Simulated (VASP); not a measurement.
# La2O3 in VASP: a series of runs

Runs on La2O3. Level: PBE. Tasks: single point.

Program: VASP 6.6.1. These are calculated values, not measurements. Logs are shortened: lines on timing, memory, paths and dates and some standing lists are left out, and cuts for length are marked.

### 1 The cell of the first run

Symmetry: P-62m, No. 189, hexagonal system. Conventional cell: a = 6.267 Å, b = 6.267 Å, c = 3.300 Å, α = 90.00°, β = 90.00°, γ = 120.00°. Within 3.3 Å of La (site symmetry -6) lie 6 O at 2.45 Å and 2 La at 3.30 Å. Within 3.3 Å of O (site symmetry m2m) lie 4 La at 2.45 Å and 6 O at 3.13 to 3.30 Å.

### 2 Single point, PBE

INCAR reads:

```
PREC = Accurate
ENCUT = 520
EDIFF = 1E-7
ISMEAR = 0
SIGMA = 0.1
LREAL = F
LASPH = T
NELM = 80
ALGO = Normal
ISIF = 2
LWAVE = F
LCHARG = F
GGA = PE
NBANDS = 28
```

KPOINTS reads:

```
regular mesh
0
Gamma
  3 3 6
```

POSCAR reads:

```
La2O3
1.0
    6.2667802800      0.0000000000      0.0000000000
   -3.1333901400      5.4271909200      0.0000000000
    0.0000000000      0.0000000000      3.2997660600
La O
2 3
Direct
    0.3333333300      0.6666666700      0.5000000000
    0.6666666700      0.3333333300      0.5000000000
    0.4919859900      0.4919859900      0.0000000000
    0.0000000000      0.5080140100      0.0000000000
    0.5080140100      0.0000000000      0.0000000000
```

Potentials or basis: VASP PAW PBE potentials, release 64 (La, O).

Command:

```sh
$ cat potpaw_PBE.64/La/POTCAR potpaw_PBE.64/O/POTCAR > POTCAR
$ mpirun -np 1 vasp_std > vasp.out
```

OUTCAR:

```text
PREC = Accurate
   ENCUT = 520
   EDIFF = 1E-7
   ISMEAR = 0
   LREAL = F
   LASPH = T
   NELM = 80
   ISIF = 2
   GGA = PE

 ion  position               nearest neighbor table
   1  0.333  0.667  0.500-   4 2.45   4 2.45   5 2.45   5 2.45   3 2.45   3 2.45   2 3.62   2 3.62
                             2 3.62
   2  0.667  0.333  0.500-   5 2.45   5 2.45   4 2.45   4 2.45   3 2.45   3 2.45   1 3.62   1 3.62
                             1 3.62
   3  0.492  0.492  0.000-   1 2.45   1 2.45   2 2.45   2 2.45
   4  0.000  0.508  0.000-   1 2.45   1 2.45   2 2.45   2 2.45
   5  0.508  0.000  0.000-   2 2.45   2 2.45   1 2.45   1 2.45

  LATTYP: Found a hexagonal cell.
 ALAT       =     6.2667802800
 C/A-ratio  =     0.5265488676

  Lattice vectors:

 A1 = (   6.2667802800,   0.0000000000,   0.0000000000)
 A2 = (  -3.1333901400,   5.4271909200,   0.0000000000)
 A3 = (   0.0000000000,   0.0000000000,   3.2997660600)

Analysis of symmetry for initial positions (statically):
=====================================================================
 Subroutine PRICEL returns:
 Original cell was already a primitive cell.

 Routine SETGRP: Setting up the symmetry group for a
 hexagonal supercell.

 Subroutine GETGRP returns: Found 12 space group operations
 (whereof 12 operations were pure point group operations)
 out of a pool of 24 trial point group operations.

The static configuration has the point symmetry D_3h.

Analysis of symmetry for dynamics (positions and initial velocities):
=====================================================================
 Subroutine PRICEL returns:
 Original cell was already a primitive cell.

 Routine SETGRP: Setting up the symmetry group for a
 hexagonal supercell.

 Subroutine GETGRP returns: Found 12 space group operations
 (whereof 12 operations were pure point group operations)
 out of a pool of 24 trial point group operations.

The dynamic configuration has the point symmetry D_3h.

 Subroutine INISYM returns: Found 12 space group operations
 (whereof 12 operations are pure point group operations),
 and found     1 'primitive' translations

----------------------------------------------------------------------------------------

                                     Primitive cell

  volume of cell :     112.2284

  direct lattice vectors                    reciprocal lattice vectors
     6.266780280  0.000000000  0.000000000     0.159571575  0.092128692  0.000000000
    -3.133390140  5.427190920  0.000000000     0.000000000  0.184257384  0.000000000
     0.000000000  0.000000000  3.299766060     0.000000000  0.000000000  0.303051787

  length of vectors
     6.266780280  6.266780278  3.299766060     0.184257384  0.184257384  0.303051787

  position of ions in fractional coordinates (direct lattice)
     0.333333330  0.666666670  0.500000000
     0.666666670  0.333333330  0.500000000
     0.491985990  0.491985990  0.000000000
     0.000000000  0.508014010  0.000000000
     0.508014010  0.000000000  0.000000000

  ion indices of the primitive-cell ions
   primitive index   ion index
                 1           1
                 2           2
                 3           3
                 4           4
                 5           5

----------------------------------------------------------------------------------------

 KPOINTS: regular mesh

Automatic generation of k-mesh.
 Grid dimensions read from file:
 generate k-points for:    3    3    6

 Generating k-lattice:

  Cartesian coordinates                     Fractional coordinates (reciprocal lattice)
     0.053190525  0.030709564  0.000000000     0.333333333  0.000000000  0.000000000
     0.000000000  0.061419128  0.000000000     0.000000000  0.333333333  0.000000000
     0.000000000  0.000000000  0.050508631     0.000000000  0.000000000  0.166666667

  Length of vectors
     0.061419128  0.061419128  0.050508631

  Shift w.r.t. Gamma in fractional coordinates (k-lattice)
     0.000000000  0.000000000  0.000000000

 Subroutine IBZKPT returns following result:
 ===========================================

 Found     12 irreducible k-points:

 Following reciprocal coordinates:
            Coordinates               Weight
  0.000000  0.000000  0.000000      1.000000
  0.333333  0.000000  0.000000      6.000000
  0.333333  0.333333  0.000000      2.000000
  0.000000  0.000000  0.166667      2.000000
  0.333333  0.000000  0.166667     12.000000
  0.333333  0.333333  0.166667      4.000000
  0.000000  0.000000  0.333333      2.000000
  0.333333  0.000000  0.333333     12.000000
  0.333333  0.333333  0.333333      4.000000
  0.000000  0.000000  0.500000      1.000000
  0.333333  0.000000  0.500000      6.000000
  0.333333  0.333333  0.500000      2.000000
   k-points           NKPTS =     12   k-points in BZ     NKDIM =     12   number of bands    NBANDS=     28
   number of dos      NEDOS =    301   number of ions     NIONS =      5
   total plane-waves  NPLWV =  64512
   dimension x,y,z NGX =    48 NGY =   48 NGZ =   28
   dimension x,y,z NGXF=    96 NGYF=   96 NGZF=   56
   ions per type =               2   3
   NGX,Y,Z   is equivalent  to a cutoff of  12.73, 12.73, 14.11 a.u.
   NGXF,Y,Z  is equivalent  to a cutoff of  25.47, 25.47, 28.21 a.u.
 SYSTEM =  unknown system
   PREC   = accura    normal or accurate (medium, high low for compatibility)
   ISTART =      0    job   : 0-new  1-cont  2-samecut
   ICHARG =      2    charge: 1-file 2-atom 10-const
   ISPIN  =      1    spin polarized calculation?
   LNONCOLLINEAR =      F non collinear calculations
   LSORBIT =      F    spin-orbit coupling
   LASPH  =      T    aspherical Exc in radial PAW
   ENCUT  =  520.0 eV  38.22 Ry    6.18 a.u.  11.65 11.65  6.14*2*pi/ulx,y,z
   NELM   =     80;   NELMIN=  2; NELMDL= -5     # of ELM steps
   EDIFF  = 0.1E-06   stopping-criterion for ELM
   LREAL  =      F    real-space projection
   EDIFFG = 0.1E-05   stopping-criterion for IOM
   NSW    =      0    number of steps for IOM
   IBRION =     -1    ionic relax: 0-MD 1-quasi-New 2-CG
   NFREE  =      0    steps in history (QN), initial steepest desc. (CG)
   ISIF   =      2    stress and relaxation
   ISYM   =      2    0-nonsym 1-usesym 2-fastsym
   POTIM  = 0.5000    time-step for ionic-motion
   TEBEG  =    0.0;   TEEND  =   0.0 temperature during run
   PSTRESS=    0.0 pullay stress
   NELECT =      40.0000    total number of electrons
   NUPDOWN=      -1.0000    fix difference up-down
   EMIN   =  10.00;   EMAX   =-10.00  energy-range for DOS
   EFERMI =   0.00;   METHOD = LEGACY
   ISMEAR =     0;   SIGMA  =   0.10  broadening in eV -4-tet -1-fermi 0-gaus
   EFERMI_NEDOS =   21; number of points for ismear=-14 and -15
   IALGO  =     38    algorithm
   IMIX   =      4    mixing-type and parameters
     AMIX     =   0.40;   BMIX     =  1.00
     AMIX_MAG =   1.60;   BMIX_MAG =  1.00
  volume/ion in A,a.u.               =      22.45       151.47
  Fermi-wavevector in a.u.,A,eV,Ry     =   1.160719  2.193442 18.330716  1.347270
  Thomas-Fermi vector in A             =   2.297299
   LORBIT       =      0    0 simple, 1 ext, 2 COOP (PROOUT), +10 PAW based schemes
   GGA     = PE    functional components
   LHFCALC =     F    Hartree Fock is set to
   AEXX    =    0.0000 exact exchange contribution
   IVDW    =     0    specifies the selected vdW correction
   LEPSILON=     F    determine dielectric tensor
   LRPA    =     F    only Hartree local field effects (RPA)
 non-spin polarized calculation
 Gauss-broadening in eV      SIGMA  =   0.10
  energy-cutoff  :      520.00
  volume of cell :      112.23
 maximum number of plane-waves:      3036
 NGX is ok and might be reduce to    48
   NGX = 23   NGY = 23   NGZ = 13

 number of electron      39.9999994 magnetization

 Free energy of the ion-electron system (eV)
  ---------------------------------------------------
  ext. energy  EPLUGINS =         0.00000000
  ---------------------------------------------------
  free energy    TOTEN  =       -40.74449407 eV

  energy without entropy =      -40.74449407  energy(sigma->0) =      -40.74449407

 E-fermi :   3.9330     XC(G=0):  -8.3383

 val. band max:        3.4071613257   @ k =   0.0000   0.0000   0.5000
 cond. band min:       4.9514379912   @ k =   0.0000   0.0000   0.0000
 fundamental gap:      1.5442766655
 Fermi energy:         3.9329814777

 k-point     1 :       0.0000    0.0000    0.0000
  band No.  band energies     occupation
      1     -27.1365      2.00000
      2     -26.9115      2.00000
      3     -14.0926      2.00000
      4     -14.0926      2.00000
      5     -12.4565      2.00000
      6     -10.6685      2.00000
[... 20 lines left out ...]
     27       8.2209      0.00000
     28       8.2486      0.00000

 k-point     2 :       0.3333    0.0000    0.0000
  band No.  band energies     occupation
      1     -27.0903      2.00000
      2     -26.9605      2.00000
      3     -14.1047      2.00000
      4     -13.8411      2.00000
      5     -12.9456      2.00000
      6     -10.6076      2.00000
[... 20 lines left out ...]
     27       8.2447      0.00000
     28       8.2590      0.00000

 k-point     3 :       0.3333    0.3333    0.0000
  band No.  band energies     occupation
      1     -27.0261      2.00000
      2     -27.0261      2.00000
      3     -14.1173      2.00000
      4     -13.4368      2.00000
      5     -13.4368      2.00000
      6     -10.5468      2.00000
[... 20 lines left out ...]
     27       8.2018      0.00000
     28       8.2390      0.00000

 k-point     4 :       0.0000    0.0000    0.1667
  band No.  band energies     occupation
      1     -27.0566      2.00000
      2     -26.8446      2.00000
      3     -13.8591      2.00000
      4     -13.8591      2.00000
      5     -13.2171      2.00000
      6     -10.5654      2.00000
[... 206 lines left out ...]
     27       7.9117      0.00000
     28       7.9118      0.00000

 k-point    11 :       0.3333    0.0000    0.5000
  band No.  band energies     occupation
      1     -26.7662      2.00000
      2     -26.6697      2.00000
      3     -14.5389      2.00000
      4     -13.5647      2.00000
      5     -12.6610      2.00000
      6     -11.1506      2.00000
[... 20 lines left out ...]
     27       8.0401      0.00000
     28       8.1372      0.00000

 k-point    12 :       0.3333    0.3333    0.5000
  band No.  band energies     occupation
      1     -26.7183      2.00000
      2     -26.7183      2.00000
      3     -14.1373      2.00000
      4     -14.1373      2.00000
      5     -12.6621      2.00000
      6     -11.1853      2.00000
[... 20 lines left out ...]
     27       8.1256      0.00000
     28       8.1546      0.00000

------------------------ aborting loop because EDIFF is reached ----------------------------------------

  FORCE on cell =-STRESS in cart. coord.  units (eV):
  Direction    XX          YY          ZZ          XY          YZ          ZX
  --------------------------------------------------------------------------------------
  -------------------------------------------------------------------------------------
  Total        1.8655103      1.8655103      0.2148719      0.0000000     -0.0000000      0.0000000
  in kB       26.6321067     26.6321067      3.0675203      0.0000000     -0.0000000      0.0000000
  external PRESSURE =      18.7772446 kB  Pullay stress =       0.0000000 kB

 VOLUME and BASIS-vectors are now :
 -----------------------------------------------------------------------------
  energy-cutoff  :      520.00
  volume of cell :      112.23
      direct lattice vectors                 reciprocal lattice vectors
     6.266780280  0.000000000  0.000000000     0.159571575  0.092128692  0.000000000
    -3.133390140  5.427190920  0.000000000     0.000000000  0.184257384  0.000000000
     0.000000000  0.000000000  3.299766060     0.000000000  0.000000000  0.303051787

 POSITION                                       TOTAL-FORCE (eV/Angst)
 -----------------------------------------------------------------------------------
     -0.00000      3.61813      1.64988         0.000000      0.000000     -0.000000
      3.13339      1.80906      1.64988         0.000000      0.000000     -0.000000
      1.54158      2.67010      0.00000         0.023693      0.041037     -0.000000
     -1.59181      2.75709      0.00000         0.023693     -0.041037      0.000000
      3.18361      0.00000      0.00000        -0.047385      0.000000     -0.000000
 -----------------------------------------------------------------------------------
    total drift:                               -0.000000     -0.000000     -0.000000

  FREE ENERGIE OF THE ION-ELECTRON SYSTEM (eV)
  ---------------------------------------------------
  free  energy   TOTEN  =       -40.7444940721 eV

  energy  without entropy=      -40.7444940721  energy(sigma->0) =      -40.74449407
```

It took 36 s on 1 thread of Intel Xeon 6975P-C (Granite Rapids), shared host; peak memory 0.25 GiB.

What came out:

```yaml
Free_energy: -40.7445 eV
Pressure: 1.9 GPa
Largest_force: 0.047 eV/Å
Band_gap_on_the_k_mesh: 1.54 eV (least direct gap 2.05 eV)
```

Forces on the atoms (eV/Å):
```
La   0.000  0.000  0.000
La   0.000  0.000  0.000
O    0.024  0.041  0.000
O    0.024 -0.041  0.000
O   -0.047  0.000  0.000
```

Stress tensor (GPa, compression positive):
```
2.66 0.00 0.00
0.00 2.66 0.00
0.00 0.00 0.31
```

Caveat: spin-orbit coupling is left out, which moves the levels of the heavy elements; an odd mesh through Γ misses points on the zone boundary, where band edges can lie.

### 3 Single point, PBE

This run uses another cell than the first one, of 23.11 Å³/atom.

INCAR reads:

```
SYSTEM = La2O3
  PREC = Accurate
  ENCUT = 520
  EDIFF = 1E-6
  ISMEAR = 0
  SIGMA = 0.02
  LREAL = .FALSE.
  LASPH = .TRUE.
  NELM = 100
  ALGO = Normal
  ISIF = 2
  LWAVE = .FALSE.
  LCHARG = .FALSE.
  GGA = PE
  NBANDS = 28
```

KPOINTS reads:

```
Automatic mesh
0
G
  6 6 8
  0 0 0
```

POSCAR reads:

```
La2O3
1.0
    6.3717259911      0.0000000000      0.0000000000
   -3.1858629956      5.5180765743      0.0000000000
    0.0000000000      0.0000000000      3.2867434177
La O
2 3
Direct
    0.3333333333      0.6666666667      0.5000000000
    0.6666666667      0.3333333333      0.5000000000
    0.4999803106      0.4999803106      0.0000000000
    0.0000000000      0.5000196894      0.0000000000
    0.5000196894      0.0000000000      0.0000000000
```

Potentials or basis: VASP PAW PBE potentials, release 64 (La, O).

Command:

```sh
$ cat potpaw_PBE.64/La/POTCAR potpaw_PBE.64/O/POTCAR > POTCAR
$ mpirun -np 1 vasp_std > vasp.out
```

OUTCAR:

```text
SYSTEM = La2O3
   PREC = Accurate
   ENCUT = 520
   EDIFF = 1E-6
   ISMEAR = 0
   LREAL = .FALSE.
   LASPH = .TRUE.
   NELM = 100
   ISIF = 2
   GGA = PE

 ion  position               nearest neighbor table
   1  0.333  0.667  0.500-   4 2.47   4 2.47   5 2.47   5 2.47   3 2.47   3 2.47   2 3.68   2 3.68
                             2 3.68
   2  0.667  0.333  0.500-   4 2.47   4 2.47   5 2.47   5 2.47   3 2.47   3 2.47   1 3.68   1 3.68
                             1 3.68
   3  0.500  0.500  0.000-   2 2.47   2 2.47   1 2.47   1 2.47
   4  0.000  0.500  0.000-   1 2.47   1 2.47   2 2.47   2 2.47
   5  0.500  0.000  0.000-   2 2.47   2 2.47   1 2.47   1 2.47

  LATTYP: Found a hexagonal cell.
 ALAT       =     6.3717259911
 C/A-ratio  =     0.5158325110

  Lattice vectors:

 A1 = (   6.3717259911,   0.0000000000,   0.0000000000)
 A2 = (  -3.1858629956,   5.5180765743,   0.0000000000)
 A3 = (   0.0000000000,   0.0000000000,   3.2867434177)

Analysis of symmetry for initial positions (statically):
=====================================================================
 Subroutine PRICEL returns:
 Original cell was already a primitive cell.
[... 180 lines left out ...]
 cond. band min:       4.7314838329   @ k =   0.0000   0.0000   0.0000
 fundamental gap:      1.6355180154
 Fermi energy:         3.2365906322

 k-point     1 :       0.0000    0.0000    0.0000
  band No.  band energies     occupation
      1     -27.4550      2.00000
      2     -27.2659      2.00000
      3     -14.2530      2.00000
      4     -14.2530      2.00000
      5     -12.6570      2.00000
      6     -11.0049      2.00000
[... 733 lines left out ...]
     27       7.7008      0.00000
     28       7.7431      0.00000

 [... further k-points ...]

------------------------ aborting loop because EDIFF is reached ----------------------------------------

  FORCE on cell =-STRESS in cart. coord.  units (eV):
  Direction    XX          YY          ZZ          XY          YZ          ZX
  --------------------------------------------------------------------------------------
  -------------------------------------------------------------------------------------
  Total       -0.1315247     -0.1315247     -0.1820819      0.0000000      0.0000000      0.0000000
  in kB       -1.8235070     -1.8235070     -2.5244497      0.0000000      0.0000000      0.0000000
  external PRESSURE =      -2.0571546 kB  Pullay stress =       0.0000000 kB

 VOLUME and BASIS-vectors are now :
 -----------------------------------------------------------------------------
  energy-cutoff  :      520.00
  volume of cell :      115.56
      direct lattice vectors                 reciprocal lattice vectors
     6.371725991  0.000000000  0.000000000     0.156943346  0.090611283  0.000000000
    -3.185862996  5.518076574  0.000000000     0.000000000  0.181222567  0.000000000
     0.000000000  0.000000000  3.286743418     0.000000000  0.000000000  0.304252530

 POSITION                                       TOTAL-FORCE (eV/Angst)
 -----------------------------------------------------------------------------------
     -0.00000      3.67872      1.64337         0.000000     -0.000000      0.000000
      3.18586      1.83936      1.64337         0.000000     -0.000000      0.000000
      1.59287      2.75893      0.00000         0.000080      0.000139      0.000000
     -1.59299      2.75915      0.00000         0.000080     -0.000139     -0.000000
      3.18599      0.00000      0.00000        -0.000160     -0.000000      0.000000
 -----------------------------------------------------------------------------------
    total drift:                               -0.000000     -0.000000      0.000000

  FREE ENERGIE OF THE ION-ELECTRON SYSTEM (eV)
  ---------------------------------------------------
  free  energy   TOTEN  =       -40.7798672474 eV

  energy  without entropy=      -40.7798672474  energy(sigma->0) =      -40.77986725
```

stdout:

```text
POSCAR found type information on POSCAR LaO
 POSCAR found :  2 types and       5 ions
 scaLAPACK will be used
 LDA part: xc-table for (Slater+PW92), standard interpolation
 POSCAR, INCAR and KPOINTS ok, starting setup
 FFT: planning ... GRIDC
 FFT: planning ... GRID_SOFT
 FFT: planning ... GRID
 WAVECAR not read
 entering main loop
```

Wall time 67 s (1 thread of Intel Xeon 6975P-C (Granite Rapids), shared host); peak memory 0.29 GiB.

What came out:

```
Free energy            : -40.7799 eV
Pressure               : -0.2 GPa
Band gap on the k mesh : 1.64 eV (least direct gap 2.07 eV)
```

Caveat: spin-orbit coupling is left out, which moves the levels of the heavy elements.
